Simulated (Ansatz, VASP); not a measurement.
**WF2: VASP beside Ansatz**

```
W F
1.0
     5.43750    0.00000    0.00000
     0.00000    5.43750    0.00000
     0.00000    0.00000    2.62689
W F
2 4
Direct
  0.00000 0.00000 0.00000
  0.50000 0.50000 0.50000
  0.27971 0.27971 0.00000
  0.72029 0.72029 0.00000
  0.77971 0.22029 0.50000
  0.22029 0.77971 0.50000
```

Alike in both runs: functional PBEsol; k mesh 4 × 4 × 6; occupations gaussian, width 0.1 eV; collinear spin.

Ansatz relaxed the structure, and its values are those at the end. VASP's run is a single point on that final structure, the one shown.

```csv
,VASP,Ansatz
version,VASP 6.6.1,Ansatz 0.2.0
potentials or method,"VASP PAW PBE potentials, release 64 (W_sv, F), cutoff 520 eV","scalar-relativistic, plane waves, PAW"
valence electrons in the cell,56,56
```

|  | VASP | Ansatz | Ansatz less VASP |
| --- | --- | --- | --- |
| gap on the k mesh at the Fermi level (eV) | none | none | - |
| pressure (GPa) | 5.2 | 0.1 | -5.13 |
| rms of the force components (eV/Å) | 0.219 | 0.006 | -0.2131 |
| net moment per atom (μB) | 0.43 | 0.00 | -0.426 |
| size of the moment on the site where the two differ most (μB) | 0.99 | 0.00 | -0.992 |

The net moments are unlike, so the other rows may belong to different states. VASP's potentials were made for PBE, not for PBEsol. Site moments also hang on the region over which each program counts them. A gap of «none» marks a metal or a gap that the smearing closes. Ansatz's warnings: seeded moment not kept.

The k mesh is coarse, so the values compare programs but aren't converged. Spin-orbit coupling is off throughout.
